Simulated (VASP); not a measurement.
Input of a VASP 6.6.1 run:

Contents of INCAR:

```
SYSTEM = ZnSe
  ALGO = Normal
  EDIFF = 1E-6
  ENCUT = 520
  GGA = PE
  ISIF = 2
  ISMEAR = 0
  LASPH = .TRUE.
  LCHARG = .FALSE.
  LREAL = .FALSE.
  LWAVE = .FALSE.
  NBANDS = 16
  NELM = 100
  PREC = Accurate
  SIGMA = 0.05
```

File KPOINTS:

```
k-points
0
G
  10 10 10
  0 0 0
```

POSCAR

```
ZnSe
1.0
    0.0000000000      2.9695872245      2.8526294184
    2.8526294184      0.0000000000      2.8526294184
    2.8526294184      2.9695872245      0.0000000000
Zn Se
1 1
Direct
    0.0000000000      0.0000000000      0.0000000000
    0.7500000000      0.7500000000      0.7500000000
```

Potentials or basis: VASP PAW PBE potentials, release 64 (Zn, Se).

Run with:

```console
$ cat potpaw_PBE.64/Zn/POTCAR potpaw_PBE.64/Se/POTCAR > POTCAR
$ mpirun -np 1 vasp_std > vasp.out
```

Q: Predict the band gap on the k mesh.

A: 1.00 eV, direct.

Q: Estimate the pressure.

A: -1.2 GPa.

Stress tensor (GPa, compression positive):
```
-0.71  0.00  0.00
 0.00 -2.20  0.00
 0.00  0.00 -0.71
```
